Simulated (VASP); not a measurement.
Write the native input for VASP 6.6.1 that does the following.

| Property | Result |
| --- | --- |
| Task | single point |
| Functional | PBEsol |
| Potentials or basis | VASP PAW PBE potentials, release 64 (Cd, Te) |
| Cutoff | 520 eV |
| k mesh | 1 × 1 × 24 |
| Occupations | gaussian, width 0.05 eV |
| Spin | collinear spin, ferromagnetic start |
| Starting moments | [0.5, 0.5] μB |
| Dipole correction | no |
| Further INCAR settings | ALGO = Normal; EDIFF = 1e-06; NBANDS = 20 |

The structure of CdTe lies in POSCAR:

```
CdTe
1.0
   11.3000000000      0.0000000000      0.0000000000
    0.0000000000      9.3000000000      0.0000000000
    0.0000000000      0.0000000000      2.8330161847
Cd Te
1 1
Direct
    0.3773580531      0.5000000000      0.0000000000
    0.6226419469      0.5000000000      0.5000000000
```

These files were run (other wordings do the same):

INCAR

```
PREC = Accurate
ENCUT = 520
EDIFF = 1E-6
ISMEAR = 0
SIGMA = 0.05
LREAL = False
LASPH = True
NELM = 150
ALGO = Normal
ISIF = 2
LWAVE = False
LCHARG = True
ISPIN = 2
MAGMOM = 0.5 0.5
LORBIT = 11
GGA = PS
LELF = True
LVHAR = True
NBANDS = 20
```

KPOINTS

```
regular mesh
0
Gamma
  1 1 24
```

Potentials or basis: VASP PAW PBE potentials, release 64 (Cd, Te).

Run with:

```bash
$ cat potpaw_PBE.64/Cd/POTCAR potpaw_PBE.64/Te/POTCAR > POTCAR
$ mpirun -np 1 vasp_std > vasp.out
```

Results of the run:

The largest force is 0.026 eV/Å, the net moment is 0.07 μB per cell and the site moments are Cd -0.00; Te +0.04 μB. The valence electrons inside the program's atomic spheres are Cd 10.28; Te 3.33.

Caveat: the PAW data sets were made with another functional, which shifts forces and pressure a little.

It took 3.7 min on 1 thread of Intel Xeon 6975P-C, on a shared host, peak memory 0.55 GiB.
